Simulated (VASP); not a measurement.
A run of VASP 6.6.1:

File INCAR:

```
PREC = Accurate ; ENCUT = 520
EDIFF = 1E-7 ; ISMEAR = 0
SIGMA = 0.02 ; LREAL = F
LASPH = T ; NELM = 60
ALGO = Normal ; ISIF = 2
LWAVE = F ; LCHARG = F
LDIPOL = T ; IDIPOL = 3
DIPOL = 0.5 0.5 0.500 ; GGA = PE
NBANDS = 12
```

Contents of KPOINTS:

```
Automatic mesh
0
Gamma
  9 9 1
```

File POSCAR:

```
As
1.0
    3.6120000000      0.0000000000      0.0000000000
   -1.8060000000      3.1280837585      0.0000000000
    0.0000000000      0.0000000000     28.0000000000
As
2
Direct
    0.3333333333      0.6666666667      0.5053214286
    0.6666666667      0.3333333333      0.4946785714
```

Potentials or basis: VASP PAW PBE potentials, release 64 (As).

The run is started by

```sh
$ cat potpaw_PBE.64/As/POTCAR > POTCAR
$ mpirun -np 1 vasp_std > vasp.out
```

Hardware: 1 thread of Intel(R) Xeon(R) Platinum 8124M CPU @ 3.00GHz (Skylake/Cascade Lake), with other jobs on the host.

How long does it take, and how much memory?

Run time: 66 s on 1 thread of Intel(R) Xeon(R) Platinum 8124M CPU @ 3.00GHz (Skylake/Cascade Lake), on a shared host, peak memory 0.39 GiB. Counts: scf iterations 21, k points 12.
